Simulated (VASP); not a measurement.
Runs of VASP 6.6.1 on Si. The structure is that of space group I4/mmm (No. 139), or close to it. The cells are those of the table. 

| cell | gap on the mesh (eV) | pressure (GPa) | largest force (eV/Å) |
| --- | --- | --- | --- |
| a = 4.977 Å, angles 98.2, 98.2, 135.5°, 4 atoms | 0.01 | 5.8 | 0.08 |
| a = 5.047 Å, angles 98.2, 98.2, 135.5°, 4 atoms | 0.15 | (b) | 0.02 |
| a = 5.012 Å, angles 98.2, 98.2, 135.5°, 4 atoms | 0.08 | (a) | 0.05 |
| a = 5.180 Å, angles 98.2, 98.2, 135.5°, 4 atoms | (c) | -4.6 | 0.09 |

Alike in all rows: task single point; level PBEsol; potentials or basis VASP PAW PBE potentials, release 64 (Si); no spin polarisation; k mesh 8 × 8 × 8; cutoff (eV) 520; smearing fermi-dirac 0.05 eV.

Fill in the values left out.

(a) 3.6; (b) 1.6; (c) 0.16.

Caveats: the PAW data sets were made with another functional, which shifts forces and pressure a little; the cell stands under pressure (at least some runs); the cell stands under tension (at least some runs).

A k mesh can miss the band edges.
